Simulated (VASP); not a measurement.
# MgH2 (Fm-3m) in VASP: settings compared

The runs below take MgH2 through relaxation of cell and atoms, single point, with PBEsol, r2SCAN.

Program: VASP 6.6.1. These are calculated values, not measurements. Logs are shortened: lines on timing, memory, paths and dates and some standing lists are left out, and cuts for length are marked.

### Step 1. The cell of the first run

The structure is cubic, space group Fm-3m (No. 225). The conventional cell has a = 4.762 Å, b = 4.762 Å, c = 4.762 Å, α = 90.00°, β = 90.00°, γ = 90.00°. Within 2.7 Å of Mg (site symmetry m-3m) lie 8 H at 2.06 Å. H (site symmetry -43m) has 4 Mg at 2.06 Å and 6 H at 2.38 Å within 2.7 Å.

### Step 2. Relaxation of cell and atoms, PBEsol, target pressure 20 GPa, at which the enthalpy is minimised

The input, INCAR:

```
PREC = Accurate
ENCUT = 600
EDIFF = 1E-7
ISMEAR = -1
SIGMA = 0.05
LREAL = F
LASPH = T
NELM = 80
ALGO = Normal
ISIF = 3
LWAVE = F
LCHARG = F
GGA = PS
IBRION = 2
NSW = 60
EDIFFG = -0.01
PSTRESS = 200.0
```

The input, KPOINTS:

```
regular mesh
0
Gamma
  10 10 10
```

The input, POSCAR:

```
MgH2
1.0
    0.0000000000      2.3810671667      2.3810671667
    2.3810671667      0.0000000000      2.3810671667
    2.3810671667      2.3810671667      0.0000000000
Mg H
1 2
Direct
    0.0000000000      0.0000000000      0.0000000000
    0.2500000000      0.2500000000      0.2500000000
    0.7500000000      0.7500000000      0.7500000000
```

Potentials or basis: VASP PAW PBE potentials, release 64 (Mg, H).

Command:

```bash
$ cat potpaw_PBE.64/Mg/POTCAR potpaw_PBE.64/H/POTCAR > POTCAR
$ mpirun -np 1 vasp_std > vasp.out
```

OUTCAR:

```text
PREC = Accurate
   ENCUT = 600
   EDIFF = 1E-7
   ISMEAR = -1
   LREAL = F
   LASPH = T
   NELM = 80
   ISIF = 3
   GGA = PS
   IBRION = 2
   NSW = 60
   EDIFFG = -0.01
   PSTRESS = 200.0

 ion  position               nearest neighbor table
   1  0.000  0.000  0.000-   2 2.06   3 2.06   3 2.06   3 2.06   3 2.06   2 2.06   2 2.06   2 2.06

   2  0.250  0.250  0.250-   1 2.06   1 2.06   1 2.06   1 2.06
   3  0.750  0.750  0.750-   1 2.06   1 2.06   1 2.06   1 2.06

  LATTYP: Found a face centered cubic cell.
 ALAT       =     4.7621343334

  Lattice vectors:

 A1 = (   0.0000000000,   2.3810671667,   2.3810671667)
 A2 = (   2.3810671667,   0.0000000000,   2.3810671667)
 A3 = (   2.3810671667,   2.3810671667,   0.0000000000)

Analysis of symmetry for initial positions (statically):
=====================================================================
 Subroutine PRICEL returns:
 Original cell was already a primitive cell.

 Routine SETGRP: Setting up the symmetry group for a
 face centered cubic supercell.

 Subroutine GETGRP returns: Found 48 space group operations
 (whereof 48 operations were pure point group operations)
 out of a pool of 48 trial point group operations.

The static configuration has the point symmetry O_h .

Analysis of symmetry for dynamics (positions and initial velocities):
=====================================================================
 Subroutine PRICEL returns:
 Original cell was already a primitive cell.

 Routine SETGRP: Setting up the symmetry group for a
 face centered cubic supercell.

 Subroutine GETGRP returns: Found 48 space group operations
 (whereof 48 operations were pure point group operations)
 out of a pool of 48 trial point group operations.

The dynamic configuration has the point symmetry O_h .

 Subroutine INISYM returns: Found 48 space group operations
 (whereof 48 operations are pure point group operations),
 and found     1 'primitive' translations

----------------------------------------------------------------------------------------

                                     Primitive cell

  volume of cell :      26.9988

  direct lattice vectors                    reciprocal lattice vectors
     0.000000000  2.381067167  2.381067167    -0.209989876  0.209989876  0.209989876
     2.381067167  0.000000000  2.381067167     0.209989876 -0.209989876  0.209989876
     2.381067167  2.381067167  0.000000000     0.209989876  0.209989876 -0.209989876
[... 32 lines left out ...]

  Shift w.r.t. Gamma in fractional coordinates (k-lattice)
     0.000000000  0.000000000  0.000000000

 Subroutine IBZKPT returns following result:
 ===========================================

 Found     47 irreducible k-points:

 Following reciprocal coordinates:
            Coordinates               Weight
  0.000000  0.000000  0.000000      1.000000
  0.100000  0.000000  0.000000      8.000000
  0.200000  0.000000  0.000000      8.000000
  0.300000  0.000000  0.000000      8.000000
  0.400000  0.000000  0.000000      8.000000
  0.500000  0.000000  0.000000      4.000000
[... 16 lines left out ...]
  0.300000  0.300000  0.000000      6.000000
  0.400000  0.300000  0.000000     24.000000
 [... further k-points ...]
   k-points           NKPTS =     47   k-points in BZ     NKDIM =     47   number of bands    NBANDS=      6
   number of dos      NEDOS =    301   number of ions     NIONS =      3
   total plane-waves  NPLWV =  21952
   dimension x,y,z NGX =    28 NGY =   28 NGZ =   28
   dimension x,y,z NGXF=    56 NGYF=   56 NGZF=   56
   ions per type =               1   2
   NGX,Y,Z   is equivalent  to a cutoff of  13.82, 13.82, 13.82 a.u.
   NGXF,Y,Z  is equivalent  to a cutoff of  27.65, 27.65, 27.65 a.u.
 SYSTEM =  unknown system
   PREC   = accura    normal or accurate (medium, high low for compatibility)
   ISTART =      0    job   : 0-new  1-cont  2-samecut
   ICHARG =      2    charge: 1-file 2-atom 10-const
   ISPIN  =      1    spin polarized calculation?
   LNONCOLLINEAR =      F non collinear calculations
   LSORBIT =      F    spin-orbit coupling
   LASPH  =      T    aspherical Exc in radial PAW
   ENCUT  =  600.0 eV  44.10 Ry    6.64 a.u.   6.73  6.73  6.73*2*pi/ulx,y,z
   NELM   =     80;   NELMIN=  2; NELMDL= -5     # of ELM steps
   EDIFF  = 0.1E-06   stopping-criterion for ELM
   LREAL  =      F    real-space projection
   EDIFFG = -.1E-01   stopping-criterion for IOM
   NSW    =     60    number of steps for IOM
   IBRION =      2    ionic relax: 0-MD 1-quasi-New 2-CG
   NFREE  =      1    steps in history (QN), initial steepest desc. (CG)
   ISIF   =      3    stress and relaxation
   ISYM   =      2    0-nonsym 1-usesym 2-fastsym
   POTIM  = 0.5000    time-step for ionic-motion
   TEBEG  =    0.0;   TEEND  =   0.0 temperature during run
   PSTRESS=  200.0 pullay stress
   NELECT =       4.0000    total number of electrons
   NUPDOWN=      -1.0000    fix difference up-down
   EMIN   =  10.00;   EMAX   =-10.00  energy-range for DOS
   EFERMI =   0.00;   METHOD = LEGACY
   ISMEAR =    -1;   SIGMA  =   0.05  broadening in eV -4-tet -1-fermi 0-gaus
   EFERMI_NEDOS =   21; number of points for ismear=-14 and -15
   IALGO  =     38    algorithm
   IMIX   =      4    mixing-type and parameters
     AMIX     =   0.40;   BMIX     =  1.00
     AMIX_MAG =   1.60;   BMIX_MAG =  1.00
  volume/ion in A,a.u.               =       9.00        60.73
  Fermi-wavevector in a.u.,A,eV,Ry     =   0.866257  1.636987 10.209817  0.750400
  Thomas-Fermi vector in A             =   1.984619
   LORBIT       =      0    0 simple, 1 ext, 2 COOP (PROOUT), +10 PAW based schemes
   GGA     = PS    functional components
   LHFCALC =     F    Hartree Fock is set to
   AEXX    =    0.0000 exact exchange contribution
   IVDW    =     0    specifies the selected vdW correction
   LEPSILON=     F    determine dielectric tensor
   LRPA    =     F    only Hartree local field effects (RPA)
 conjugate gradient relaxation of ions
 non-spin polarized calculation
  energy-cutoff  :      600.00
  volume of cell :       27.00
 maximum number of plane-waves:       934
   NGX = 13   NGY = 13   NGZ = 13

--------------------------------------- Ionic step        1  -------------------------------------------

 number of electron       4.0000000 magnetization

 Free energy of the ion-electron system (eV)
  ---------------------------------------------------
  ext. energy  EPLUGINS =         0.00000000
  ---------------------------------------------------
  free energy    TOTEN  =        -8.59699363 eV

  energy without entropy =       -8.59392724  energy(sigma->0) =       -8.59546043

 E-fermi :   2.8419     XC(G=0):  -9.1105

 val. band max:        2.6468555517   @ k =   0.2000   0.1000   0.0000
 cond. band min:       2.8768119992   @ k =   0.5000   0.4000   0.0000
 fundamental gap:      0.2299564476
 Fermi energy:         2.8419127476
[... 557 lines left out ...]
--------------------------------------- Ionic step        4  -------------------------------------------

 number of electron       4.0000000 magnetization

 Free energy of the ion-electron system (eV)
  ---------------------------------------------------
  ext. energy  EPLUGINS =         0.00000000
  ---------------------------------------------------
  free energy    TOTEN  =        -8.32327990 eV

  energy without entropy =       -8.31928070  energy(sigma->0) =       -8.32128030

 E-fermi :   4.3438     XC(G=0): -10.0055

 val. band max:        4.3415542484   @ k =   0.2000   0.1000   0.0000
 cond. band min:       4.6898670698   @ k =  -0.1000   0.1000   0.0000
 fundamental gap:      0.3483128214
 Fermi energy:         4.3437951103
[... 250 lines left out ...]
  energy  without entropy=       -8.3192807000  energy(sigma->0) =       -8.32128030

  enthalpy is  TOTEN    =        -5.6898007124 eV   P V=        2.6334791837

 reached required accuracy - stopping structural energy minimisation
```

CONTCAR:

```text
MgH2
   1.00000000000000
     0.0000000000000000    2.1931087129641522    2.1931087129641522
     2.1931087129641522    0.0000000000000000    2.1931087129641522
     2.1931087129641522    2.1931087129641522    0.0000000000000000
  Mg              H
     1     2
Direct
     1.0000000000000000    0.0000000000000000    0.0000000000000000
     0.2500000000000000    0.2500000000000000    0.2500000000000000
     0.7500000000000000    0.7500000000000000    0.7500000000000000

  0.00000000E+00  0.00000000E+00  0.00000000E+00
  0.00000000E+00  0.00000000E+00  0.00000000E+00
  0.00000000E+00  0.00000000E+00  0.00000000E+00
```

Run time: 31 s. Hardware: 1 thread of Intel Xeon 6975P-C, shared host; peak memory 0.17 GiB.

What came out:

```yaml
Free_energy: -8.3233 eV
Relaxed_volume: 7.03 Å³/atom
Relaxed_cell: a = 3.102 Å, b = 3.102 Å, c = 3.102 Å, α = 60.00°, β = 60.00°, γ = 60.00°
Space_group_after_relaxing_to_0.05_Å: Fm-3m (No. 225)
Energy_change_on_relaxing_the_enthalpy_is_what_falls: +91.2 meV/atom
Ionic_steps: 4
Pressure_after_relaxing: 20.0 GPa
Band_gap_on_the_k_mesh: zero (band 2 reaches 6.08 eV, above the bottom of band 3 at 3.74 eV)
```

Step by step:
```csv
step,energy change (eV),largest force (eV/Å),pressure (GPa),volume (Å³)
1,0.0000,0.0000,-1.51,27.00
2,0.1279,0.0000,12.51,22.55
3,0.2516,0.0000,18.99,21.28
4,0.2737,0.0000,20.04,21.10
```

Final structure:
```yaml
crystal:
  lattice:
    - [0.00000, 2.19311, 2.19311]
    - [2.19311, 0.00000, 2.19311]
    - [2.19311, 2.19311, 0.00000]
  atoms:
    - { symbol: Mg, position: [0.00000, 0.00000, 0.00000] }
    - { symbol: H, position: [0.25000, 0.25000, 0.25000] }
    - { symbol: H, position: [0.75000, 0.75000, 0.75000] }
```

Caveat: the cell is relaxed towards a set pressure, so the enthalpy falls and the energy may rise; the volume moved by over 15 % at a fixed basis, so the end points are rough; the PAW data sets were made with another functional, which shifts forces and pressure a little.

### Step 3. Relaxation of cell and atoms, PBEsol, target pressure 30 GPa, at which the enthalpy is minimised

The input, INCAR:

```
SYSTEM = MgH2
PREC = Accurate
ENCUT = 600
EDIFF = 1E-6
ISMEAR = -1
SIGMA = 0.05
LREAL = .FALSE.
LASPH = .TRUE.
NELM = 60
ALGO = Normal
ISIF = 3
LWAVE = .FALSE.
LCHARG = .FALSE.
GGA = PS
IBRION = 2
NSW = 60
EDIFFG = -0.01
PSTRESS = 300.0
```

The input, KPOINTS:

```
Automatic mesh
0
G
  10 10 10
  0 0 0
```

POSCAR is that of step 2.

Potentials or basis: VASP PAW PBE potentials, release 64 (Mg, H).

Command:

```bash
$ cat potpaw_PBE.64/Mg/POTCAR potpaw_PBE.64/H/POTCAR > POTCAR
$ mpirun -np 1 vasp_std > vasp.out
```

OUTCAR:

```text
SYSTEM = MgH2
   PREC = Accurate
   ENCUT = 600
   EDIFF = 1E-6
   ISMEAR = -1
   LREAL = .FALSE.
   LASPH = .TRUE.
   NELM = 60
   ISIF = 3
   GGA = PS
   IBRION = 2
   NSW = 60
   EDIFFG = -0.01
   PSTRESS = 300.0

 ion  position               nearest neighbor table
   1  0.000  0.000  0.000-   2 2.06   3 2.06   3 2.06   3 2.06   3 2.06   2 2.06   2 2.06   2 2.06

   2  0.250  0.250  0.250-   1 2.06   1 2.06   1 2.06   1 2.06
   3  0.750  0.750  0.750-   1 2.06   1 2.06   1 2.06   1 2.06

  LATTYP: Found a face centered cubic cell.
 ALAT       =     4.7621343334

  Lattice vectors:

 A1 = (   0.0000000000,   2.3810671667,   2.3810671667)
 A2 = (   2.3810671667,   0.0000000000,   2.3810671667)
 A3 = (   2.3810671667,   2.3810671667,   0.0000000000)

Analysis of symmetry for initial positions (statically):
=====================================================================
 Subroutine PRICEL returns:
 Original cell was already a primitive cell.

 Routine SETGRP: Setting up the symmetry group for a
 face centered cubic supercell.

 Subroutine GETGRP returns: Found 48 space group operations
 (whereof 48 operations were pure point group operations)
 out of a pool of 48 trial point group operations.

The static configuration has the point symmetry O_h .

Analysis of symmetry for dynamics (positions and initial velocities):
=====================================================================
 Subroutine PRICEL returns:
[... 142 lines left out ...]
 conjugate gradient relaxation of ions
 non-spin polarized calculation
  energy-cutoff  :      600.00
  volume of cell :       27.00
 maximum number of plane-waves:       934
   NGX = 13   NGY = 13   NGZ = 13

--------------------------------------- Ionic step        1  -------------------------------------------

 number of electron       4.0000000 magnetization

 Free energy of the ion-electron system (eV)
  ---------------------------------------------------
  ext. energy  EPLUGINS =         0.00000000
  ---------------------------------------------------
  free energy    TOTEN  =        -8.59699363 eV

  energy without entropy =       -8.59392724  energy(sigma->0) =       -8.59546043

 E-fermi :   2.8419     XC(G=0):  -9.1105

 val. band max:        2.6468555517   @ k =   0.2000   0.1000   0.0000
 cond. band min:       2.8768119996   @ k =   0.5000   0.4000   0.0000
 fundamental gap:      0.2299564479
 Fermi energy:         2.8419127481

 k-point     1 :       0.0000    0.0000    0.0000
  band No.  band energies     occupation
      1      -7.0925      2.00000
      2       3.9701      0.00000
      3      12.1201      0.00000
      4      12.1201      0.00000
      5      12.1201      0.00000
      6      14.6488      0.00000
[... 323 lines left out ...]
--------------------------------------- Ionic step        4  -------------------------------------------

 number of electron       3.9999999 magnetization

 Free energy of the ion-electron system (eV)
  ---------------------------------------------------
  ext. energy  EPLUGINS =         0.00000000
  ---------------------------------------------------
  free energy    TOTEN  =        -8.09466106 eV

  energy without entropy =       -8.09164519  energy(sigma->0) =       -8.09315312

 E-fermi :   4.8409     XC(G=0): -10.2855

 val. band max:        4.7728225956   @ k =  -0.4000   0.4000   0.0000
 cond. band min:       4.8963710397   @ k =   0.2000   0.1000   0.0000
 fundamental gap:      0.1235484442
 Fermi energy:         4.8408819241

 k-point     1 :       0.0000    0.0000    0.0000
  band No.  band energies     occupation
      1      -7.2758      2.00000
      2       6.7760      0.00000
      3      15.5082      0.00000
      4      15.5082      0.00000
      5      15.5082      0.00000
      6      19.9836      0.00000
[... 241 lines left out ...]
  energy  without entropy=       -8.0916451892  energy(sigma->0) =       -8.09315312

  enthalpy is  TOTEN    =        -4.4203549421 eV   P V=        3.6743061165

 reached required accuracy - stopping structural energy minimisation
```

It used 18 s of CPU time on 1 thread of Intel Xeon 6975P-C (shared host).

Results:

* Free energy: -8.0947 eV
* Relaxed volume: 6.54 Å³/atom
* Relaxed cell: a = 3.028 Å, b = 3.028 Å, c = 3.028 Å, α = 60.00°, β = 60.00°, γ = 60.00°
* Space group after relaxing (to 0.05 Å): Fm-3m (No. 225)
* Energy change on relaxing (the enthalpy is what falls): +167.4 meV/atom
* Ionic steps: 4
* Pressure after relaxing: 30.2 GPa
* Band gap on the k mesh: zero (band 2 reaches 6.78 eV, above the bottom of band 3 at 4.16 eV)

Step by step:
| step | energy change (eV) | largest force (eV/Å) | pressure (GPa) | volume (Å³) |
| --- | --- | --- | --- | --- |
| 1 | 0.0000 | 0.0000 | -1.51 | 27.00 |
| 2 | 0.3325 | 0.0000 | 22.77 | 20.66 |
| 3 | 0.4783 | 0.0000 | 29.14 | 19.75 |
| 4 | 0.5023 | 0.0000 | 30.17 | 19.62 |

Final structure:
```
Mg H
1.0
     0.00000    2.14081    2.14081
     2.14081    0.00000    2.14081
     2.14081    2.14081    0.00000
Mg H
1 2
Direct
  0.00000 0.00000 0.00000
  0.25000 0.25000 0.25000
  0.75000 0.75000 0.75000
```

Levels at points of the mesh, in eV from the Fermi level:
```tsv
k point	band 1	band 2	band 3	band 4	band 5	band 6
(0.00, 0.00, 0.00)	-12.12	1.94	10.67	10.67	10.67	15.14
(0.50, 0.00, 0.00)	-6.78	-6.72	8.02	10.16	10.16	10.45
(0.50, 0.50, 0.00)	-6.71	-2.62	-0.68	5.77	5.77	10.38
```

Caveat: the cell is relaxed towards a set pressure, so the enthalpy falls and the energy may rise; the volume moved by over 15 % at a fixed basis, so the end points are rough; the PAW data sets were made with another functional, which shifts forces and pressure a little.

### Step 4. Single point, r2SCAN

POSCAR is that of step 3.

The input, INCAR.step1:

```
SYSTEM = MgH2
PREC = Accurate
ENCUT = 520
ISMEAR = -1
SIGMA = 0.05
LREAL = .False.
LASPH = .True.
NELM = 60
NBANDS = 9
GGA = PE
ALGO = Normal
EDIFF = 1E-4
LWAVE = .True.
LCHARG = .False.
```

The input, INCAR.step2:

```
SYSTEM = MgH2
PREC = Accurate
ENCUT = 520
EDIFF = 1E-6
ISMEAR = -1
SIGMA = 0.05
LREAL = .False.
LASPH = .True.
NELM = 60
ALGO = Normal
ISIF = 2
LWAVE = .False.
LCHARG = .False.
METAGGA = R2SCAN
LMIXTAU = .True.
NBANDS = 9
ISTART = 1
```

The input, KPOINTS:

```
Automatic mesh
0
Gamma
  8 8 8
  0 0 0
```

Command:

```bash
$ cat potpaw_PBE.64/Mg/POTCAR potpaw_PBE.64/H/POTCAR > POTCAR
$ cp INCAR.step1 INCAR
$ mpirun -np 1 vasp_std > vasp.out
$ cp INCAR.step2 INCAR
$ mpirun -np 1 vasp_std > vasp.out
```

Run time: 50 s. Hardware: 1 thread of Intel Xeon Platinum 8375C at 2.90GHz (Ice Lake), shared host; peak memory 0.16 GiB.

It converged, with:

```yaml
Free_energy: -11.5193 eV
Pressure: -1.9 GPa
Band_gap_on_the_k_mesh: zero (band 2 reaches 3.77 eV, above the bottom of band 3 at 2.88 eV)
```

Levels at points of the mesh, in eV from the Fermi level:
| k point | band 1 | band 2 | band 3 | band 4 | band 5 | band 6 |
| --- | --- | --- | --- | --- | --- | --- |
| (0.00, 0.00, 0.00) | -10.56 | 0.62 | 9.52 | 9.52 | 9.52 | 12.66 |
| (0.50, 0.00, 0.00) | -6.17 | -6.10 | 7.03 | 7.75 | 9.33 | 9.33 |
| (0.50, 0.50, 0.00) | -6.27 | -2.81 | -0.27 | 4.87 | 4.87 | 8.56 |

Caveat: the PAW data sets were made with another functional, which shifts forces and pressure a little.

### Step 5. Summary

```tsv
task	level	cell	k mesh	cutoff (eV)	gap on the mesh (eV)	pressure (GPa)
relaxation of cell and atoms	PBEsol	relaxed to 20 GPa	10 × 10 × 10	600	none	20.0
relaxation of cell and atoms	PBEsol	relaxed to 30 GPa	10 × 10 × 10	600	none	30.2
single point	r2SCAN	as given	8 × 8 × 8	520	none	-1.9
```

Alike in all rows: potentials or basis VASP PAW PBE potentials, release 64 (Mg, H); no spin polarisation; smearing fermi-dirac 0.05 eV.

Caveats: the PAW data sets were made with another functional, which shifts forces and pressure a little; the cell is relaxed towards a set pressure, so the enthalpy falls and the energy may rise (some runs); the volume moved by over 15 % at a fixed basis, so the end points are rough (some runs).

Absolute energies hang on the potentials; compare differences alone.
